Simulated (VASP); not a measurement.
# LiW16 (a cell with a defect) in VASP: single point with PBE+D3(BJ)

Aim: the single point of LiW16 (a cell with a defect) with PBE+D3(BJ).

Program: VASP 6.6.1. These are calculated values, not measurements. Logs are shortened: lines on timing, memory, paths and dates and some standing lists are left out, and cuts for length are marked.

## Step 1: The cell of the first run

The cell holds a defect, 17 atoms: a = 6.320 Å, b = 6.320 Å, c = 6.320 Å, α = 90.00°, β = 90.00°, γ = 90.00°.

## Step 2: Single point, PBE+D3(BJ)

The input, INCAR:

```
SYSTEM = LiW16
  PREC = Accurate
  ENCUT = 520
  EDIFF = 1E-6
  ISMEAR = -1
  SIGMA = 0.1
  LREAL = Auto
  LASPH = .True.
  NELM = 80
  ALGO = Normal
  ISIF = 2
  LWAVE = .False.
  LCHARG = .False.
  GGA = PE
  IVDW = 12
  NBANDS = 128
```

The input, KPOINTS:

```
Automatic mesh
0
Gamma
  2 2 2
  0 0 0
```

The input, POSCAR:

```
LiW16
1.0
    6.3200000000      0.0000000000      0.0000000000
    0.0000000000      6.3200000000      0.0000000000
    0.0000000000      0.0000000000      6.3200000000
W Li
16 1
Direct
    0.0116786153      0.0000913974     -0.0186510264
    0.4886746504      0.0000919361     -0.0186743927
    0.0048887724      0.5000947660     -0.0118324730
    0.0116422755      0.0000845750      0.5042677343
    0.2501690204      0.2508302130      0.2428546953
    0.4956147147      0.5000964680     -0.0117312605
    0.4887000845      0.0000835894      0.5042994757
    0.7501071195      0.1953802632      0.2427802601
    0.0049234779      0.5001040905      0.4975759530
    0.2501734939      0.7493537856      0.2428489361
    0.2502263514      0.2523378250      0.7428384531
    0.4955828152      0.5001073940      0.4974844694
    0.7501153503      0.8048247082      0.2427483000
    0.7502148395      0.2508086827      0.7428306067
    0.2502262311      0.7478723389      0.7428382636
    0.7502147109      0.7493739228      0.7428180838
    0.7505369771      0.5001092442      0.2430296215
```

Potentials or basis: VASP PAW PBE potentials, release 64 (W_sv, Li_sv).

On the command line:

```sh
$ cat potpaw_PBE.64/W_sv/POTCAR potpaw_PBE.64/Li_sv/POTCAR > POTCAR
$ mpirun -np 1 vasp_std > vasp.out
```

OUTCAR:

```text
SYSTEM = LiW16
   PREC = Accurate
   ENCUT = 520
   EDIFF = 1E-6
   ISMEAR = -1
   LREAL = Auto
   LASPH = .True.
   NELM = 80
   ISIF = 2
   GGA = PE
   IVDW = 12
 IVDW          = 12

 ion  position               nearest neighbor table
   1  0.012  0.000  0.981-  13 2.64   8 2.64  15 2.66  11 2.66  14 2.74  16 2.74  10 2.74   5 2.74
                             2 3.01   4 3.02   3 3.16   3 3.16   4 3.30   2 3.31
   2  0.489  0.000  0.981-  13 2.64   8 2.64  15 2.66  11 2.66  14 2.74  10 2.74  16 2.74   5 2.74
                             1 3.01   7 3.01   6 3.16   6 3.16   7 3.31   1 3.31
   3  0.005  0.500  0.988-  17 2.28  11 2.69  15 2.69  10 2.73   5 2.73  14 2.73  16 2.73  13 2.98
                             8 2.98   9 3.10   6 3.10   1 3.16   1 3.16   6 3.22   9 3.22
   4  0.012  0.000  0.504-  13 2.64   8 2.64  15 2.66  11 2.66  10 2.74   5 2.74  16 2.74  14 2.74
                             7 3.02   1 3.02   9 3.16   9 3.16   1 3.30   7 3.30
   5  0.250  0.251  0.243-   3 2.73   9 2.73   6 2.73  12 2.73   4 2.74   7 2.74   1 2.74   2 2.74
                            10 3.15  11 3.16  11 3.16  10 3.17   8 3.18   8 3.18
   6  0.496  0.500  0.988-  17 2.28  11 2.69  15 2.70  10 2.73   5 2.73  14 2.73  16 2.73  13 2.98
                             8 2.98   3 3.10  12 3.10   2 3.16   2 3.16  12 3.22   3 3.22
   7  0.489  0.000  0.504-   8 2.64  13 2.64  15 2.66  11 2.66  10 2.74   5 2.74  16 2.74  14 2.74
                             2 3.01   4 3.02  12 3.16  12 3.16   4 3.30   2 3.31
   8  0.750  0.195  0.243-  17 1.93  13 2.47   2 2.64   7 2.64   1 2.64   4 2.64   6 2.98  12 2.98
                             3 2.98   9 2.98   5 3.18  14 3.18  14 3.18   5 3.18
   9  0.005  0.500  0.498-  17 2.27  11 2.69  15 2.69  16 2.73  10 2.73   5 2.73  14 2.73   8 2.98
                            13 2.98   3 3.10  12 3.10   4 3.16   4 3.16  12 3.22   3 3.22
  10  0.250  0.749  0.243-   3 2.73   9 2.73   6 2.73  12 2.73   4 2.74   7 2.74   1 2.74   2 2.74
                             5 3.15  15 3.16  15 3.16   5 3.17  13 3.18  13 3.18
  11  0.250  0.252  0.743-   2 2.66   7 2.66   1 2.66   4 2.66   9 2.69   3 2.69  12 2.69   6 2.69
                            15 3.13   5 3.16  14 3.16  14 3.16   5 3.16  15 3.19
  12  0.496  0.500  0.497-  17 2.28  15 2.69  11 2.69  16 2.73  14 2.73  10 2.73   5 2.73   8 2.98
                            13 2.98   9 3.10   6 3.10   7 3.16   7 3.16   6 3.22   9 3.22
  13  0.750  0.805  0.243-  17 1.93   8 2.47   2 2.64   7 2.64   1 2.64   4 2.64   6 2.98  12 2.98
                             3 2.98   9 2.98  16 3.18  10 3.18  10 3.18  16 3.18
  14  0.750  0.251  0.743-   9 2.73  12 2.73   3 2.73   6 2.73   1 2.74   4 2.74   2 2.74   7 2.74
                            16 3.15  11 3.16  11 3.16  16 3.17   8 3.18   8 3.18
  15  0.250  0.748  0.743-   2 2.66   7 2.66   1 2.66   4 2.66   9 2.69   3 2.69  12 2.69   6 2.70
                            11 3.13  16 3.16  10 3.16  10 3.16  16 3.16  11 3.19
  16  0.750  0.749  0.743-   9 2.73  12 2.73   3 2.73   6 2.73   4 2.74   1 2.74   7 2.74   2 2.74
                            14 3.15  15 3.16  15 3.16  14 3.17  13 3.18  13 3.18
  17  0.751  0.500  0.243-  13 1.93   8 1.93   9 2.27   3 2.28  12 2.28   6 2.28

  LATTYP: Found a simple cubic cell.
 ALAT       =     6.3200000000

  Lattice vectors:

 A1 = (   6.3200000000,   0.0000000000,   0.0000000000)
 A2 = (   0.0000000000,   6.3200000000,   0.0000000000)
 A3 = (   0.0000000000,   0.0000000000,   6.3200000000)
[... 161 lines left out ...]
  volume/ion in A,a.u.               =      14.85       100.21
  Fermi-wavevector in a.u.,A,eV,Ry     =   1.580155  2.986060 33.972251  2.496890
  Thomas-Fermi vector in A             =   2.680426
   LORBIT       =      0    0 simple, 1 ext, 2 COOP (PROOUT), +10 PAW based schemes
   GGA     = PE    functional components
   LHFCALC =     F    Hartree Fock is set to
   AEXX    =    0.0000 exact exchange contribution
   IVDW    =    12    specifies the selected vdW correction
   LEPSILON=     F    determine dielectric tensor
   LRPA    =     F    only Hartree local field effects (RPA)
 non-spin polarized calculation
  energy-cutoff  :      520.00
  volume of cell :      252.44
 maximum number of plane-waves:      6859
 NGX is ok and might be reduce to    48
   NGX = 23   NGY = 23   NGZ = 23

 number of electron     226.9999989 magnetization

 Free energy of the ion-electron system (eV)
  ---------------------------------------------------
  ext. energy  EPLUGINS =         0.00000000
  ---------------------------------------------------
  free energy    TOTEN  =      -201.88129861 eV

  energy without entropy =     -201.58461235  energy(sigma->0) =     -201.73295548

 E-fermi :  11.5080     XC(G=0): -13.7127

 val. band max:       11.4563253110   @ k =   0.5000   0.0000   0.5000
 cond. band min:      11.5089663566   @ k =   0.0000   0.5000   0.0000
 fundamental gap:      0.0526410456
 Fermi energy:        11.5080436608

 k-point     1 :       0.0000    0.0000    0.0000
  band No.  band energies     occupation
      1     -62.3956      2.00000
      2     -62.3206      2.00000
      3     -62.3141      2.00000
      4     -62.3112      2.00000
      5     -62.3067      2.00000
      6     -62.2948      2.00000
[... 1013 lines left out ...]
    124      14.0571      0.00000
    125      14.0582      0.00000
 [bands above 125 left out]

------------------------ aborting loop because EDIFF is reached ----------------------------------------

 Edisp (eV)  -11.95151

 E8    (eV) :    -6.0935

  FORCE on cell =-STRESS in cart. coord.  units (eV):
  Direction    XX          YY          ZZ          XY          YZ          ZX
  --------------------------------------------------------------------------------------
  -------------------------------------------------------------------------------------
  Total      14.55389    27.62513    14.55431     0.00067    -0.00097    -0.00249
  in kB      92.37158   175.33301    92.37425     0.00423    -0.00616    -0.01582
  external pressure =      120.03 kB  Pullay stress =        0.00 kB

 VOLUME and BASIS-vectors are now :
 -----------------------------------------------------------------------------
  energy-cutoff  :      520.00
  volume of cell :      252.44
      direct lattice vectors                 reciprocal lattice vectors
     6.320000000  0.000000000  0.000000000     0.158227848  0.000000000  0.000000000
     0.000000000  6.320000000  0.000000000     0.000000000  0.158227848  0.000000000
     0.000000000  0.000000000  6.320000000     0.000000000  0.000000000  0.158227848

 POSITION                                       TOTAL-FORCE (eV/Angst)
 -----------------------------------------------------------------------------------
      0.07381      0.00058      6.20213         0.003322      0.001755      0.000633
      3.08842      0.00058      6.20198        -0.002517      0.001433      0.000714
      0.03090      3.16060      6.24522         0.001460     -0.000112     -0.000814
      0.07358      0.00053      3.18697         0.000275      0.002260      0.002072
      1.58107      1.58525      1.53484         0.001538     -0.001376     -0.000898
      3.13228      3.16061      6.24586         0.001722     -0.000523     -0.000177
[... 9 lines left out ...]
      4.74136      4.73604      4.69461        -0.000146      0.000191      0.001130
      4.74339      3.16069      1.53595        -0.016412     -0.003718     -0.005036
 -----------------------------------------------------------------------------------
    total drift:                               -0.016233     -0.002519      0.011284

  FREE ENERGIE OF THE ION-ELECTRON SYSTEM (eV)
  ---------------------------------------------------
  free  energy   TOTEN  =      -213.8328107418 eV

  energy  without entropy=     -213.5361244814  energy(sigma->0) =     -213.68446761
```

OSZICAR:

```text
N       E                     dE             d eps       ncg     rms          rms(c)
DAV:   1     0.353709439928E+04    0.35371E+04   -0.12759E+05  2048   0.212E+03
DAV:   2     0.101288997887E+03   -0.34358E+04   -0.33776E+04  2048   0.720E+02
DAV:   3    -0.190351245130E+03   -0.29164E+03   -0.27633E+03  2472   0.179E+02
DAV:   4    -0.211593218486E+03   -0.21242E+02   -0.20293E+02  2792   0.361E+01
DAV:   5    -0.212583172204E+03   -0.98995E+00   -0.98049E+00  3024   0.646E+00    0.883E+01
DAV:   6    -0.204714595707E+03    0.78686E+01   -0.32710E+01  2504   0.241E+01    0.385E+01
DAV:   7    -0.205296753400E+03   -0.58216E+00   -0.42421E+01  2520   0.248E+01    0.129E+01
DAV:   8    -0.201816027435E+03    0.34807E+01   -0.23570E+01  2472   0.153E+01    0.241E+00
DAV:   9    -0.201916953867E+03   -0.10093E+00   -0.18660E+00  2552   0.447E+00    0.231E+00
DAV:  10    -0.201887416262E+03    0.29538E-01   -0.16239E-01  2544   0.204E+00    0.109E+00
DAV:  11    -0.201882809553E+03    0.46067E-02   -0.45985E-02  2800   0.105E+00    0.460E-01
DAV:  12    -0.201881649388E+03    0.11602E-02   -0.16670E-02  2640   0.716E-01    0.266E-01
DAV:  13    -0.201881364564E+03    0.28482E-03   -0.26168E-03  2584   0.286E-01    0.124E-01
DAV:  14    -0.201881303710E+03    0.60854E-04   -0.80453E-04  2736   0.137E-01    0.550E-02
DAV:  15    -0.201881299567E+03    0.41430E-05   -0.15208E-04  2672   0.608E-02    0.273E-02
DAV:  16    -0.201881301597E+03   -0.20306E-05   -0.32924E-05  2744   0.304E-02    0.835E-03
DAV:  17    -0.201881299165E+03    0.24320E-05   -0.46729E-06  2112   0.113E-02    0.368E-03
DAV:  18    -0.201881298609E+03    0.55624E-06   -0.65094E-07  1360   0.501E-03
   1 F= -.21383281E+03 E0= -.21368447E+03  d E =-.296686E+00
```

Run time: 20 min. Hardware: 1 thread of AMD EPYC 7R43 (Zen 3), shared host; peak memory 0.39 GiB.

Results:

* Free energy: -213.8328 eV
* Largest force: 0.034 eV/Å
* Band gap on the k mesh: zero (an odd number of electrons rules out a gap without spin polarisation)
* Dispersion energy per atom: -0.703 eV

Forces in eV/Å, atoms in the order of the input:
```
W    0.003  0.002  0.001
W   -0.003  0.001  0.001
W    0.001  0.000 -0.001
W    0.000  0.002  0.002
W    0.002 -0.001 -0.001
W    0.002 -0.001  0.000
W    0.002  0.002  0.001
W    0.002  0.033  0.000
W    0.002 -0.001 -0.001
W    0.001  0.002  0.000
W    0.001  0.016  0.001
W    0.001 -0.002 -0.001
W    0.002 -0.034  0.001
W    0.000  0.001  0.000
W    0.001 -0.018  0.002
W    0.000  0.000  0.001
Li  -0.016 -0.004 -0.005
```

Levels at points of the mesh, in eV from the Fermi level:
```
           k point  band 111  band 112  band 113  band 114  band 115  band 116
(0.00, 0.00, 0.00)     -0.36     -0.10     -0.10      0.74      0.74      0.74
(0.50, 0.00, 0.00)     -0.46     -0.44     -0.14      0.32      0.34      0.56
(0.00, 0.50, 0.00)     -0.79     -0.47     -0.13      0.00      0.19      0.77
(0.00, 0.00, 0.50)     -0.46     -0.44     -0.14      0.32      0.34      0.56
(0.50, 0.50, 0.00)     -0.76     -0.66     -0.43     -0.16      0.01      0.35
(0.00, 0.50, 0.50)     -0.76     -0.66     -0.43     -0.16      0.01      0.35
(0.50, 0.00, 0.50)     -0.36     -0.08     -0.08     -0.05     -0.05      0.06
(0.50, 0.50, 0.50)     -1.93     -1.93     -1.34     -0.18      1.98      1.99
```

Caveat: the k points lie up to 0.50 Å⁻¹ apart, too coarse for converged energies and pressures of a metal; the cutoff is under 1.25 times the usual one of these potentials, so pressure, stress and relaxed cells hold a basis-set (Pulay) error; atoms lie so close that the PAW spheres overlap strongly, which falsifies energies and pressures; spin-orbit coupling is left out, which moves the levels of the heavy elements.

The gap in the log of VASP goes by the Fermi energy; the results here count the filled bands.